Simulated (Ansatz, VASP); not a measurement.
## Two plane-wave programs on Ba

```
CELL_PARAMETERS angstrom
3.91772 0.00000 0.00000
0.00000 3.91772 0.00000
0.00000 0.00000 3.91772
ATOMIC_POSITIONS crystal
Ba 0.00000 0.00000 0.00000
```

Alike in both runs: task single point; functional LDA; k mesh 14 × 14 × 14; occupations gaussian, width 0.15 eV; no spin polarisation.

|  | VASP | Ansatz |
| --- | --- | --- |
| version | VASP 6.6.1 | Ansatz 0.2.0 |
| potentials or method | VASP PAW LDA potentials, release 64 (Ba_sv), cutoff 520 eV | scalar-relativistic, plane waves, PAW |
| valence electrons in the cell | 10 | 10 |

|  | VASP | Ansatz | Ansatz less VASP |
| --- | --- | --- | --- |
| gap on the k mesh at the Fermi level (eV) | none | none | - |
| pressure (GPa) | -1.0 | -1.1 | -0.10 |

LDA's correlation is that of Perdew and Zunger in VASP and of Perdew and Wang (1992) in Ansatz. A gap of «none» marks a metal or a gap that the smearing closes.

Spin-orbit coupling is off throughout.
